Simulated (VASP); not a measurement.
# BN (rocksalt type) (Fm-3m) in VASP: a series of runs

The runs below take BN (rocksalt type) through single point, relaxation of cell and atoms, with PBE.

Everything below comes from runs of VASP 6.6.1. Logs are shortened: lines on timing, memory, paths and dates and some standing lists are left out, and cuts for length are marked.

### 1 The cell of the first run

Symmetry: Fm-3m, No. 225, cubic system. Conventional cell: a = 3.332 Å, b = 3.332 Å, c = 3.332 Å, α = 90.00°, β = 90.00°, γ = 90.00°. Within 2.2 Å of B (site symmetry m-3m) lie 6 N at 1.67 Å. N (site symmetry m-3m) has 6 B at 1.67 Å within 2.2 Å.

### 2 Single point, PBE

The input, INCAR:

```
SYSTEM = BN
PREC = Accurate
ENCUT = 520
EDIFF = 1E-6
ISMEAR = -1
SIGMA = 0.05
LREAL = .FALSE.
LASPH = .TRUE.
NELM = 80
ALGO = Normal
ISIF = 2
LWAVE = .FALSE.
LCHARG = .FALSE.
GGA = PE
NBANDS = 11
```

The input, KPOINTS:

```
Automatic mesh
0
G
  16 16 16
  0 0 0
```

The input, POSCAR:

```
BN
1.0
    0.0000000000      1.6662425516      1.6662425516
    1.6662425516      0.0000000000      1.6662425516
    1.6662425516      1.6662425516      0.0000000000
B N
1 1
Direct
    0.0000000000      0.0000000000      0.0000000000
    0.5000000000      0.5000000000      0.5000000000
```

Potentials or basis: VASP PAW PBE potentials, release 64 (B, N).

Command:

```sh
$ cat potpaw_PBE.64/B/POTCAR potpaw_PBE.64/N/POTCAR > POTCAR
$ mpirun -np 1 vasp_std > vasp.out
```

OUTCAR:

```text
SYSTEM = BN
   PREC = Accurate
   ENCUT = 520
   EDIFF = 1E-6
   ISMEAR = -1
   LREAL = .FALSE.
   LASPH = .TRUE.
   NELM = 80
   ISIF = 2
   GGA = PE

 ion  position               nearest neighbor table
   1  0.000  0.000  0.000-   2 1.67   2 1.67   2 1.67   2 1.67   2 1.67   2 1.67
   2  0.500  0.500  0.500-   1 1.67   1 1.67   1 1.67   1 1.67   1 1.67   1 1.67

  LATTYP: Found a face centered cubic cell.
 ALAT       =     3.3324851032

  Lattice vectors:

 A1 = (   0.0000000000,   1.6662425516,   1.6662425516)
 A2 = (   1.6662425516,   0.0000000000,   1.6662425516)
 A3 = (   1.6662425516,   1.6662425516,   0.0000000000)

Analysis of symmetry for initial positions (statically):
=====================================================================
 Subroutine PRICEL returns:
 Original cell was already a primitive cell.

 Routine SETGRP: Setting up the symmetry group for a
 face centered cubic supercell.

 Subroutine GETGRP returns: Found 48 space group operations
 (whereof 48 operations were pure point group operations)
 out of a pool of 48 trial point group operations.

The static configuration has the point symmetry O_h .

Analysis of symmetry for dynamics (positions and initial velocities):
=====================================================================
 Subroutine PRICEL returns:
 Original cell was already a primitive cell.

 Routine SETGRP: Setting up the symmetry group for a
 face centered cubic supercell.

 Subroutine GETGRP returns: Found 48 space group operations
 (whereof 48 operations were pure point group operations)
 out of a pool of 48 trial point group operations.

The dynamic configuration has the point symmetry O_h .

 Subroutine INISYM returns: Found 48 space group operations
 (whereof 48 operations are pure point group operations),
 and found     1 'primitive' translations

----------------------------------------------------------------------------------------

                                     Primitive cell

  volume of cell :       9.2522

  direct lattice vectors                    reciprocal lattice vectors
     0.000000000  1.666242552  1.666242552    -0.300076360  0.300076360  0.300076360
     1.666242552  0.000000000  1.666242552     0.300076360 -0.300076360  0.300076360
     1.666242552  1.666242552  0.000000000     0.300076360  0.300076360 -0.300076360

  length of vectors
     2.356422815  2.356422815  2.356422815     0.519747502  0.519747502  0.519747502

  position of ions in fractional coordinates (direct lattice)
     0.000000000  0.000000000  0.000000000
     0.500000000  0.500000000  0.500000000

  ion indices of the primitive-cell ions
   primitive index   ion index
                 1           1
                 2           2

----------------------------------------------------------------------------------------

 KPOINTS: Automatic mesh

Automatic generation of k-mesh.
 Grid dimensions read from file:
 generate k-points for:   16   16   16

 Generating k-lattice:

  Cartesian coordinates                     Fractional coordinates (reciprocal lattice)
    -0.018754773  0.018754773  0.018754773     0.062500000  0.000000000  0.000000000
     0.018754773 -0.018754773  0.018754773     0.000000000  0.062500000  0.000000000
     0.018754773  0.018754773 -0.018754773     0.000000000  0.000000000  0.062500000

  Length of vectors
     0.032484219  0.032484219  0.032484219

  Shift w.r.t. Gamma in fractional coordinates (k-lattice)
     0.000000000  0.000000000  0.000000000

 Subroutine IBZKPT returns following result:
 ===========================================

 Found    145 irreducible k-points:

 Following reciprocal coordinates:
            Coordinates               Weight
  0.000000  0.000000  0.000000      1.000000
  0.062500  0.000000  0.000000      8.000000
  0.125000  0.000000  0.000000      8.000000
  0.187500  0.000000  0.000000      8.000000
  0.250000  0.000000  0.000000      8.000000
  0.312500  0.000000  0.000000      8.000000
[... 16 lines left out ...]
 -0.125000  0.062500  0.000000     24.000000
 -0.062500  0.062500  0.000000     12.000000
 [... further k-points ...]
   k-points           NKPTS =    145   k-points in BZ     NKDIM =    145   number of bands    NBANDS=     11
   number of dos      NEDOS =    301   number of ions     NIONS =      2
   total plane-waves  NPLWV =   5832
   dimension x,y,z NGX =    18 NGY =   18 NGZ =   18
   dimension x,y,z NGXF=    36 NGYF=   36 NGZF=   36
   ions per type =               1   1
   NGX,Y,Z   is equivalent  to a cutoff of  12.70, 12.70, 12.70 a.u.
   NGXF,Y,Z  is equivalent  to a cutoff of  25.40, 25.40, 25.40 a.u.
 SYSTEM =  BN
   PREC   = accura    normal or accurate (medium, high low for compatibility)
   ISTART =      0    job   : 0-new  1-cont  2-samecut
   ICHARG =      2    charge: 1-file 2-atom 10-const
   ISPIN  =      1    spin polarized calculation?
   LNONCOLLINEAR =      F non collinear calculations
   LSORBIT =      F    spin-orbit coupling
   LASPH  =      T    aspherical Exc in radial PAW
   ENCUT  =  520.0 eV  38.22 Ry    6.18 a.u.   4.38  4.38  4.38*2*pi/ulx,y,z
   NELM   =     80;   NELMIN=  2; NELMDL= -5     # of ELM steps
   EDIFF  = 0.1E-05   stopping-criterion for ELM
   LREAL  =      F    real-space projection
   EDIFFG = 0.1E-04   stopping-criterion for IOM
   NSW    =      0    number of steps for IOM
   IBRION =     -1    ionic relax: 0-MD 1-quasi-New 2-CG
   NFREE  =      0    steps in history (QN), initial steepest desc. (CG)
   ISIF   =      2    stress and relaxation
   ISYM   =      2    0-nonsym 1-usesym 2-fastsym
   POTIM  = 0.5000    time-step for ionic-motion
   TEBEG  =    0.0;   TEEND  =   0.0 temperature during run
   PSTRESS=    0.0 pullay stress
   NELECT =       8.0000    total number of electrons
   NUPDOWN=      -1.0000    fix difference up-down
   EMIN   =  10.00;   EMAX   =-10.00  energy-range for DOS
   EFERMI =   0.00;   METHOD = LEGACY
   ISMEAR =    -1;   SIGMA  =   0.05  broadening in eV -4-tet -1-fermi 0-gaus
   EFERMI_NEDOS =   21; number of points for ismear=-14 and -15
   IALGO  =     38    algorithm
   IMIX   =      4    mixing-type and parameters
     AMIX     =   0.40;   BMIX     =  1.00
     AMIX_MAG =   1.60;   BMIX_MAG =  1.00
  volume/ion in A,a.u.               =       4.63        31.22
  Fermi-wavevector in a.u.,A,eV,Ry     =   1.559636  2.947285 33.095692  2.432465
  Thomas-Fermi vector in A             =   2.662965
   LORBIT       =      0    0 simple, 1 ext, 2 COOP (PROOUT), +10 PAW based schemes
   GGA     = PE    functional components
   LHFCALC =     F    Hartree Fock is set to
   AEXX    =    0.0000 exact exchange contribution
   IVDW    =     0    specifies the selected vdW correction
   LEPSILON=     F    determine dielectric tensor
   LRPA    =     F    only Hartree local field effects (RPA)
 non-spin polarized calculation
  energy-cutoff  :      520.00
  volume of cell :        9.25
 maximum number of plane-waves:       263
 NGX is ok and might be reduce to    18
   NGX =  9   NGY =  9   NGZ =  9

 number of electron       8.0000003 magnetization

 Free energy of the ion-electron system (eV)
  ---------------------------------------------------
  ext. energy  EPLUGINS =         0.00000000
  ---------------------------------------------------
  free energy    TOTEN  =       -13.62646086 eV

  energy without entropy =      -13.62646086  energy(sigma->0) =      -13.62646086

 E-fermi :  13.5878     XC(G=0): -14.4730

 val. band max:       12.5186855237   @ k =  -0.1875   0.1250   0.0000
 cond. band min:      14.8874816359   @ k =   0.5000   0.5000   0.0000
 fundamental gap:      2.3687961122
 Fermi energy:        13.5878471205

 k-point     1 :       0.0000    0.0000    0.0000
  band No.  band energies     occupation
      1     -12.0222      2.00000
      2      11.5513      2.00000
      3      11.5513      2.00000
      4      11.5513      2.00000
      5      24.9237      0.00000
      6      26.1034      0.00000
      7      26.1034      0.00000
      8      26.1034      0.00000
      9      31.9099      0.00000
     10      31.9099      0.00000
     11      31.9099      0.00000

 k-point     2 :       0.0625    0.0000    0.0000
  band No.  band energies     occupation
      1     -11.9012      2.00000
      2      11.0362      2.00000
      3      11.5363      2.00000
      4      11.5363      2.00000
      5      24.9095      0.00000
      6      25.6255      0.00000
      7      25.6255      0.00000
      8      26.1201      0.00000
      9      31.4743      0.00000
     10      32.2309      0.00000
     11      32.2309      0.00000

 k-point     3 :       0.1250    0.0000    0.0000
  band No.  band energies     occupation
      1     -11.5396      2.00000
      2       9.6411      2.00000
      3      11.5013      2.00000
      4      11.5013      2.00000
      5      24.4362      0.00000
      6      24.4362      0.00000
      7      24.4819      0.00000
      8      26.5022      0.00000
      9      31.0548      0.00000
     10      33.1476      0.00000
     11      33.1476      0.00000

 k-point     4 :       0.1875    0.0000    0.0000
  band No.  band energies     occupation
      1     -10.9415      2.00000
      2       7.6832      2.00000
      3      11.4711      2.00000
      4      11.4711      2.00000
      5      22.9489      0.00000
      6      22.9489      0.00000
      7      23.6747      0.00000
      8      27.1866      0.00000
      9      31.2543      0.00000
     10      34.5941      0.00000
     11      34.5941      0.00000
[... 239 lines left out ...]
 k-point    22 :      -0.1875    0.0625    0.0000
  band No.  band energies     occupation
      1     -10.5844      2.00000
      2       7.0192      2.00000
      3      10.3205      2.00000
      4      12.1235      2.00000
      5      21.3454      0.00000
      6      22.6443      0.00000
      7      24.3015      0.00000
      8      27.3577      0.00000
      9      31.0564      0.00000
     10      34.3727      0.00000
     11      37.1000      0.00000

 k-point    23 :      -0.1250    0.0625    0.0000
  band No.  band energies     occupation
      1     -11.2590      2.00000
      2       9.0586      2.00000
      3      10.5369      2.00000
      4      11.9928      2.00000
      5      22.8951      0.00000
      6      23.7514      0.00000
      7      25.2836      0.00000
      8      26.5837      0.00000
      9      30.6196      0.00000
     10      33.0598      0.00000
     11      35.1868      0.00000

 k-point    24 :      -0.0625    0.0625    0.0000
  band No.  band energies     occupation
      1     -11.6998      2.00000
      2      10.5343      2.00000
      3      10.9253      2.00000
      4      11.7933      2.00000
      5      24.4306      0.00000
      6      24.5939      0.00000
      7      25.9171      0.00000
      8      26.0054      0.00000
      9      30.8246      0.00000
     10      32.3307      0.00000
     11      33.5446      0.00000

 [... further k-points ...]

------------------------ aborting loop because EDIFF is reached ----------------------------------------

  FORCE on cell =-STRESS in cart. coord.  units (eV):
  Direction    XX          YY          ZZ          XY          YZ          ZX
  --------------------------------------------------------------------------------------
  -------------------------------------------------------------------------------------
  Total        4.4141475      4.4141475      4.4141475      0.0000000      0.0000000     -0.0000000
  in kB      764.3860758    764.3860758    764.3860758      0.0000000      0.0000000     -0.0000000
  external PRESSURE =     764.3860758 kB  Pullay stress =       0.0000000 kB

 VOLUME and BASIS-vectors are now :
 -----------------------------------------------------------------------------
  energy-cutoff  :      520.00
  volume of cell :        9.25
      direct lattice vectors                 reciprocal lattice vectors
     0.000000000  1.666242552  1.666242552    -0.300076360  0.300076360  0.300076360
     1.666242552  0.000000000  1.666242552     0.300076360 -0.300076360  0.300076360
     1.666242552  1.666242552  0.000000000     0.300076360  0.300076360 -0.300076360

 POSITION                                       TOTAL-FORCE (eV/Angst)
 -----------------------------------------------------------------------------------
      0.00000      0.00000      0.00000        -0.000000     -0.000000     -0.000000
      1.66624      1.66624      1.66624         0.000000      0.000000      0.000000
 -----------------------------------------------------------------------------------
    total drift:                               -0.000000     -0.000000     -0.000000

  FREE ENERGIE OF THE ION-ELECTRON SYSTEM (eV)
  ---------------------------------------------------
  free  energy   TOTEN  =       -13.6264608612 eV

  energy  without entropy=      -13.6264608612  energy(sigma->0) =      -13.62646086
```

Wall time 7.9 s (1 thread of Intel Xeon Platinum 8488C (Sapphire Rapids), shared host); peak memory 0.11 GiB.

What came out:

- Free energy: -13.6265 eV
- Pressure: 76.4 GPa
- Band gap on the k mesh: 2.37 eV, indirect (least direct gap 6.36 eV)

A k mesh can miss the band edges. As with any semilocal functional, this PBE gap is likely too small.

[end of part 1 of 2]
